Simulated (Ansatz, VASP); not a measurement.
**One calculation of NbBiF, two programs**

```
CELL_PARAMETERS angstrom
3.93930 0.00000 0.00000
0.00000 3.93930 0.00000
0.00000 0.00000 4.01998
ATOMIC_POSITIONS crystal
Nb 0.00000 0.00000 0.00000
Bi 0.50000 0.50000 0.50000
F 0.00000 0.00000 0.50000
```

Alike in both runs: functional PBE; k mesh 12 × 12 × 12; occupations gaussian, width 0.1 eV; no spin polarisation.

Ansatz relaxed the structure, and its values are those at the end. VASP's run is a single point on that final structure, the one shown.

```csv
,VASP,Ansatz
version,VASP 6.6.1,Ansatz 0.2.0
potentials or method,"VASP PAW PBE potentials, release 64 (Nb_sv, Bi_d, F), cutoff 520 eV","scalar-relativistic, plane waves, PAW"
valence electrons in the cell,35,35
```

|  | VASP | Ansatz | Ansatz less VASP |
| --- | --- | --- | --- |
| gap on the k mesh at the Fermi level (eV) | none | none | - |
| pressure (GPa) | -0.2 | 0.0 | +0.16 |

A gap of «none» marks a metal or a gap that the smearing closes.

Spin-orbit coupling is off throughout.
